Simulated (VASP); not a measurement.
Runs of VASP 6.6.1 on RbZn. The structure is that of space group F-43m (No. 216), or close to it. The cells are those of the table. 

```csv
task,cell,k mesh,cutoff (eV),gap on the mesh (eV),pressure (GPa)
single point,"a = 4.432 Å, angles 60.0°, 2 atoms",6 × 6 × 6,520,none,16.0
single point,"a = 5.824 Å, angles 60.0°, 2 atoms",12 × 12 × 12,520,none,(a)
single point,"a = 5.761 Å, angles 60.0°, 2 atoms",6 × 6 × 6,520,none,0.1
relaxation of cell and atoms,"relaxed from a = 4.432 Å, angles 60.0°, 2 atoms",6 × 6 × 6,600,none,-0.1
```

Alike in all rows: level PBE; potentials or basis VASP PAW PBE potentials, release 64 (Rb_sv, Zn); no spin polarisation; smearing gaussian 0.1 eV.

Task: Estimate the missing entries.

Result: (a) 0.0.

A k mesh can miss the band edges, and the runs leave out spin-orbit coupling on Rb.

A gap of «none» marks levels without a gap at the run's occupations.
